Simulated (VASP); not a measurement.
# W (Fd-3m) in VASP: a series of runs, part 2 of 2

VASP 6.6.1. Earlier steps stand in the parts before.

**3. Single point, r2SCAN (volume scaled by 0.88)**

File POSCAR:

```
W
1.0
    0.0000000000      2.7750083959      2.7750083959
    2.7750083959      0.0000000000      2.7750083959
    2.7750083959      2.7750083959      0.0000000000
W
2
Direct
    0.1250000000      0.1250000000      0.1250000000
    0.8750000000      0.8750000000      0.8750000000
```

File INCAR.step1:

```
SYSTEM = W
ALGO = Normal
EDIFF = 1E-4
ENCUT = 520
GGA = PE
ISMEAR = -1
LASPH = .TRUE.
LCHARG = .FALSE.
LREAL = .FALSE.
LWAVE = .TRUE.
NBANDS = 21
NELM = 80
PREC = Accurate
SIGMA = 0.1
```

File INCAR.step2:

```
SYSTEM = W
ALGO = Normal
EDIFF = 1E-6
ENCUT = 520
ISIF = 2
ISMEAR = -1
ISTART = 1
LASPH = .TRUE.
LCHARG = .TRUE.
LELF = .TRUE.
LMIXTAU = .TRUE.
LREAL = .FALSE.
LVHAR = .TRUE.
LWAVE = .FALSE.
METAGGA = R2SCAN
NBANDS = 21
NELM = 80
PREC = Accurate
SIGMA = 0.1
```

File KPOINTS:

```
k-points
0
G
  11 11 11
  0 0 0
```

Potentials or basis: VASP PAW PBE potentials, release 64 (W_sv).

Launch:

```bash
> cat potpaw_PBE.64/W_sv/POTCAR > POTCAR
> cp INCAR.step1 INCAR
> mpirun -np 1 vasp_std > vasp.out
> cp INCAR.step2 INCAR
> mpirun -np 1 vasp_std > vasp.out
```

OUTCAR:

```text
SYSTEM = W
   EDIFF = 1E-6
   ENCUT = 520
   ISIF = 2
   ISMEAR = -1
   ISTART = 1
   LASPH = .TRUE.
   LREAL = .FALSE.
   METAGGA = R2SCAN
   NELM = 80
   PREC = Accurate

 ion  position               nearest neighbor table
   1  0.125  0.125  0.125-   2 2.40   2 2.40   2 2.40   2 2.40
   2  0.875  0.875  0.875-   1 2.40   1 2.40   1 2.40   1 2.40

  LATTYP: Found a face centered cubic cell.
 ALAT       =     5.5500167918

  Lattice vectors:

 A1 = (   0.0000000000,   2.7750083959,   2.7750083959)
 A2 = (   2.7750083959,   0.0000000000,   2.7750083959)
 A3 = (   2.7750083959,   2.7750083959,   0.0000000000)

Analysis of symmetry for initial positions (statically):
=====================================================================
 Subroutine PRICEL returns:
 Original cell was already a primitive cell.

 Routine SETGRP: Setting up the symmetry group for a
 face centered cubic supercell.

 Subroutine GETGRP returns: Found 48 space group operations
 (whereof 12 operations were pure point group operations)
 out of a pool of 48 trial point group operations.

The static configuration has the point symmetry D_3d.
 The point group associated with its full space group is O_h .

Analysis of symmetry for dynamics (positions and initial velocities):
=====================================================================
 Subroutine PRICEL returns:
 Original cell was already a primitive cell.

 Routine SETGRP: Setting up the symmetry group for a
 face centered cubic supercell.

 Subroutine GETGRP returns: Found 48 space group operations
 (whereof 12 operations were pure point group operations)
 out of a pool of 48 trial point group operations.

The dynamic configuration has the point symmetry D_3d.
 The point group associated with its full space group is O_h .
[... 110 lines left out ...]
   NELECT =      28.0000    total number of electrons
   NUPDOWN=      -1.0000    fix difference up-down
   EMIN   =  10.00;   EMAX   =-10.00  energy-range for DOS
   EFERMI =   0.00;   METHOD = LEGACY
   ISMEAR =    -1;   SIGMA  =   0.10  broadening in eV -4-tet -1-fermi 0-gaus
   EFERMI_NEDOS =   21; number of points for ismear=-14 and -15
   IALGO  =     38    algorithm
   IMIX   =      4    mixing-type and parameters
     AMIX     =   0.40;   BMIX     =  1.00
     AMIX_MAG =   1.60;   BMIX_MAG =  1.00
  volume/ion in A,a.u.               =      21.37       144.21
  Fermi-wavevector in a.u.,A,eV,Ry     =   1.421848  2.686903 27.506246  2.021652
  Thomas-Fermi vector in A             =   2.542614
   LORBIT       =      0    0 simple, 1 ext, 2 COOP (PROOUT), +10 PAW based schemes
   METAGGA = R2SCAN    functional components
   LHFCALC =     F    Hartree Fock is set to
   AEXX    =    0.0000 exact exchange contribution
   IVDW    =     0    specifies the selected vdW correction
   LEPSILON=     F    determine dielectric tensor
   LRPA    =     F    only Hartree local field effects (RPA)
 non-spin polarized calculation
  energy-cutoff  :      520.00
  volume of cell :       42.74
 maximum number of plane-waves:      1179
 NGX is ok and might be reduce to    30
   NGX = 15   NGY = 15   NGZ = 15

 number of electron      27.9999996 magnetization

 Free energy of the ion-electron system (eV)
  ---------------------------------------------------
  ext. energy  EPLUGINS =         0.00000000
  ---------------------------------------------------
  free energy    TOTEN  =       -96.71148439 eV

  energy without entropy =      -96.63371052  energy(sigma->0) =      -96.67259746

 E-fermi :   6.6344     XC(G=0): -12.3630

 val. band max:        6.6267832513   @ k =  -0.4545   0.0909   0.0000
 cond. band min:       6.6499492994   @ k =  -0.2727   0.0909   0.0000
 fundamental gap:      0.0231660481
 Fermi energy:         6.6344129539

 k-point     1 :       0.0000    0.0000    0.0000
  band No.  band energies     occupation
      1     -68.3287      2.00000
      2     -67.7208      2.00000
      3     -32.5176      2.00000
      4     -32.5176      2.00000
      5     -32.5176      2.00000
      6     -31.0920      2.00000
[... 565 lines left out ...]
     20      16.6960      0.00000
     21      17.2830      0.00000

 [... further k-points ...]

------------------------ aborting loop because EDIFF is reached ----------------------------------------

  FORCE on cell =-STRESS in cart. coord.  units (eV):
  Direction    XX          YY          ZZ          XY          YZ          ZX
  --------------------------------------------------------------------------------------
  -------------------------------------------------------------------------------------
  Total        5.8768540      5.8768540      5.8768540      0.0000000      0.0000000      0.0000000
  in kB      220.3091751    220.3091751    220.3091751      0.0000000      0.0000000      0.0000000
  external PRESSURE =     220.3091751 kB  Pullay stress =       0.0000000 kB

 VOLUME and BASIS-vectors are now :
 -----------------------------------------------------------------------------
  energy-cutoff  :      520.00
  volume of cell :       42.74
      direct lattice vectors                 reciprocal lattice vectors
     0.000000000  2.775008396  2.775008396    -0.180179635  0.180179635  0.180179635
     2.775008396  0.000000000  2.775008396     0.180179635 -0.180179635  0.180179635
     2.775008396  2.775008396  0.000000000     0.180179635  0.180179635 -0.180179635

 POSITION                                       TOTAL-FORCE (eV/Angst)
 -----------------------------------------------------------------------------------
      0.69375      0.69375      0.69375        -0.000000     -0.000000     -0.000000
      4.85626      4.85626      4.85626         0.000000      0.000000      0.000000
 -----------------------------------------------------------------------------------
    total drift:                               -0.000000      0.000000      0.000000

  FREE ENERGIE OF THE ION-ELECTRON SYSTEM (eV)
  ---------------------------------------------------
  free  energy   TOTEN  =       -96.7114843941 eV

  energy  without entropy=      -96.6337105185  energy(sigma->0) =      -96.67259746
```

OUTCAR.step1:

```text
SYSTEM = W
   EDIFF = 1E-4
   ENCUT = 520
   GGA = PE
   ISMEAR = -1
[... 800 lines left out ...]
      0.69375      0.69375      0.69375         0.000000      0.000000      0.000000
      4.85626      4.85626      4.85626        -0.000000     -0.000000     -0.000000
 -----------------------------------------------------------------------------------
    total drift:                               -0.000000      0.000000      0.000000

  FREE ENERGIE OF THE ION-ELECTRON SYSTEM (eV)
  ---------------------------------------------------
  free  energy   TOTEN  =       -20.1572443976 eV

  energy  without entropy=      -20.0780275280  energy(sigma->0) =      -20.11763596
```

Run time: 78 s. Hardware: 1 thread of Intel Xeon 6975P-C (Granite Rapids), shared host; peak memory 0.19 GiB.

Results:

```
Free energy            : -96.7115 eV
Pressure               : 22.0 GPa
Band gap on the k mesh : zero (band 14 reaches 7.26 eV, above the bottom of band 15 at 6.24 eV)
```

Caveat: the PAW data sets were made with another functional, which shifts forces and pressure a little; spin-orbit coupling is left out, which moves the levels of the heavy elements.

**4. Single point, r2SCAN (volume scaled by 0.92)**

File POSCAR:

```
W
1.0
    0.0000000000      2.8164325389      2.8164325389
    2.8164325389      0.0000000000      2.8164325389
    2.8164325389      2.8164325389      0.0000000000
W
2
Direct
    0.1250000000      0.1250000000      0.1250000000
    0.8750000000      0.8750000000      0.8750000000
```

File INCAR.step1:

```
PREC     = Accurate       # precision mode
ENCUT    = 520            # plane-wave cutoff, eV
ISMEAR   = -1             # smearing method
SIGMA    = 0.1            # smearing width, eV
LREAL    = F              # projectors in reciprocal space
LASPH    = T              # aspherical terms in the spheres
NELM     = 100            # most SCF steps
NBANDS   = 21             # bands
GGA      = PE             # functional
ALGO     = Normal         # electronic algorithm
EDIFF    = 1E-4           # SCF threshold, eV
LWAVE    = T              # write WAVECAR
LCHARG   = F              # write CHGCAR
```

File INCAR.step2:

```
PREC     = Accurate       # precision mode
ENCUT    = 520            # plane-wave cutoff, eV
EDIFF    = 1E-6           # SCF threshold, eV
ISMEAR   = -1             # smearing method
SIGMA    = 0.1            # smearing width, eV
LREAL    = F              # projectors in reciprocal space
LASPH    = T              # aspherical terms in the spheres
NELM     = 100            # most SCF steps
ALGO     = Normal         # electronic algorithm
ISIF     = 2              # what is computed and relaxed
LWAVE    = F              # write WAVECAR
LCHARG   = T              # write CHGCAR
METAGGA  = R2SCAN         # meta-GGA
LMIXTAU  = T            
LELF     = T              # ELF
LVHAR    = T            
NBANDS   = 21             # bands
ISTART   = 1
```

File KPOINTS:

```
Automatic mesh
0
Gamma
  11 11 11
```

Launch:

```bash
> cat potpaw_PBE.64/W_sv/POTCAR > POTCAR
> cp INCAR.step1 INCAR
> mpirun -np 1 vasp_std > vasp.out
> cp INCAR.step2 INCAR
> mpirun -np 1 vasp_std > vasp.out
```

Run time: 80 s. Hardware: 1 thread of Intel Xeon 6975P-C (Granite Rapids), shared host; peak memory 0.19 GiB.

Results (log left out):

* Free energy: -96.9263 eV
* Pressure: 13.6 GPa
* Band gap on the k mesh: zero (band 14 reaches 6.77 eV, above the bottom of band 15 at 5.74 eV)

Levels at points of the mesh, in eV from the Fermi level:
```
           k point  band 12  band 13  band 14  band 15  band 16  band 17
(0.00, 0.00, 0.00)    -1.32    -1.32    -1.32     1.76     1.76     1.76
```

Caveat: the PAW data sets were made with another functional, which shifts forces and pressure a little; spin-orbit coupling is left out, which moves the levels of the heavy elements.

**5. Single point, r2SCAN (volume scaled by 0.96)**

File POSCAR:

```
W
1.0
    0.0000000000      2.8566727261      2.8566727261
    2.8566727261      0.0000000000      2.8566727261
    2.8566727261      2.8566727261      0.0000000000
W
2
Direct
    0.1250000000      0.1250000000      0.1250000000
    0.8750000000      0.8750000000      0.8750000000
```

File INCAR.step1:

```
SYSTEM = W
PREC = Accurate
ENCUT = 520
ISMEAR = -1
SIGMA = 0.1
LREAL = .FALSE.
LASPH = .TRUE.
NELM = 100
NBANDS = 21
GGA = PE
ALGO = Normal
EDIFF = 1E-4
LWAVE = .TRUE.
LCHARG = .FALSE.
```

File INCAR.step2:

```
SYSTEM = W
PREC = Accurate
ENCUT = 520
EDIFF = 1E-7
ISMEAR = -1
SIGMA = 0.1
LREAL = .FALSE.
LASPH = .TRUE.
NELM = 100
ALGO = Normal
ISIF = 2
LWAVE = .FALSE.
LCHARG = .TRUE.
METAGGA = R2SCAN
LMIXTAU = .TRUE.
LELF = .TRUE.
LVHAR = .TRUE.
NBANDS = 21
ISTART = 1
```

File KPOINTS:

```
Automatic mesh
0
G
  11 11 11
  0 0 0
```

Launch:

```bash
> cat potpaw_PBE.64/W_sv/POTCAR > POTCAR
> cp INCAR.step1 INCAR
> mpirun -np 1 vasp_std > vasp.out
> cp INCAR.step2 INCAR
> mpirun -np 1 vasp_std > vasp.out
```

It took 87 s on 1 thread of Intel Xeon 6975P-C (Granite Rapids), shared host; peak memory 0.19 GiB.

It converged, with:

```yaml
Free_energy: -97.0477 eV
Pressure: 6.6 GPa
Band_gap_on_the_k_mesh: zero (band 14 reaches 6.30 eV, above the bottom of band 15 at 5.29 eV)
```

Levels at points of the mesh, in eV from the Fermi level:
```tsv
k point	band 11	band 12	band 13	band 14	band 15	band 16	band 17	band 18
(0.00, 0.00, 0.00)	-2.10	-1.26	-1.26	-1.26	1.72	1.72	1.72	5.99
```

Caveat: the PAW data sets were made with another functional, which shifts forces and pressure a little; spin-orbit coupling is left out, which moves the levels of the heavy elements.

**6. Single point, r2SCAN**

File POSCAR:

```
W
1.0
    0.0000000000      2.8958100925      2.8958100925
    2.8958100925      0.0000000000      2.8958100925
    2.8958100925      2.8958100925      0.0000000000
W
2
Direct
    0.1250000000      0.1250000000      0.1250000000
    0.8750000000      0.8750000000      0.8750000000
```

File INCAR.step1:

```
PREC     = Accurate       # precision mode
ENCUT    = 520            # plane-wave cutoff, eV
ISMEAR   = -1             # smearing method
SIGMA    = 0.1            # smearing width, eV
LREAL    = F              # projectors in reciprocal space
LASPH    = T              # aspherical terms in the spheres
NELM     = 100            # most SCF steps
NBANDS   = 21             # bands
GGA      = PE             # functional
ALGO     = Normal         # electronic algorithm
EDIFF    = 1E-4           # SCF threshold, eV
LWAVE    = T              # write WAVECAR
LCHARG   = F              # write CHGCAR
```

File INCAR.step2:

```
PREC     = Accurate       # precision mode
ENCUT    = 520            # plane-wave cutoff, eV
EDIFF    = 1E-7           # SCF threshold, eV
ISMEAR   = -1             # smearing method
SIGMA    = 0.1            # smearing width, eV
LREAL    = F              # projectors in reciprocal space
LASPH    = T              # aspherical terms in the spheres
NELM     = 100            # most SCF steps
ALGO     = Normal         # electronic algorithm
ISIF     = 2              # what is computed and relaxed
LWAVE    = F              # write WAVECAR
LCHARG   = F              # write CHGCAR
METAGGA  = R2SCAN         # meta-GGA
LMIXTAU  = T            
NBANDS   = 21             # bands
ISTART   = 1
```

File KPOINTS:

```
regular mesh
0
Gamma
  11 11 11
```

Potentials or basis: VASP PAW PBE potentials, release 64 (W_sv).

Launch:

```bash
> cat potpaw_PBE.64/W_sv/POTCAR > POTCAR
> cp INCAR.step1 INCAR
> mpirun -np 1 vasp_std > vasp.out
> cp INCAR.step2 INCAR
> mpirun -np 1 vasp_std > vasp.out
```

It took 92 s on 1 thread of Intel Xeon 6975P-C (Granite Rapids), shared host; peak memory 0.2 GiB.

The run converged. Its results:

| Item | Value |
| --- | --- |
| Free energy | -97.0922 eV |
| Pressure | 0.8 GPa |
| Band gap on the k mesh | zero (band 14 reaches 5.86 eV, above the bottom of band 15 at 4.83 eV) |

Levels at points of the mesh, in eV from the Fermi level:
| k point | band 10 | band 11 | band 12 | band 13 | band 14 | band 15 | band 16 | band 17 | band 18 | band 19 |
| --- | --- | --- | --- | --- | --- | --- | --- | --- | --- | --- |
| (0.00, 0.00, 0.00) | -1.93 | -1.93 | -1.21 | -1.21 | -1.21 | 1.67 | 1.67 | 1.67 | 5.74 | 5.74 |

Caveat: the PAW data sets were made with another functional, which shifts forces and pressure a little; spin-orbit coupling is left out, which moves the levels of the heavy elements.

**7. The runs side by side**

```tsv
cell	k mesh	gap on the mesh (eV)	pressure (GPa)
a = 4.095 Å, angles 60.0°, 2 atoms	10 × 10 × 10	none	0.9
a = 3.924 Å, angles 60.0°, 2 atoms	11 × 11 × 11	none	22.0
a = 3.983 Å, angles 60.0°, 2 atoms	11 × 11 × 11	none	13.6
a = 4.040 Å, angles 60.0°, 2 atoms	11 × 11 × 11	none	6.6
a = 4.095 Å, angles 60.0°, 2 atoms	11 × 11 × 11	none	0.8
```

Alike in all rows: task single point; level r2SCAN; potentials or basis VASP PAW PBE potentials, release 64 (W_sv); no spin polarisation; cutoff (eV) 520; smearing fermi-dirac 0.1 eV.

Caveats: the PAW data sets were made with another functional, which shifts forces and pressure a little; spin-orbit coupling is left out, which moves the levels of the heavy elements.

Total energies depend on the potentials used, so only differences within one code and one set of settings carry meaning.
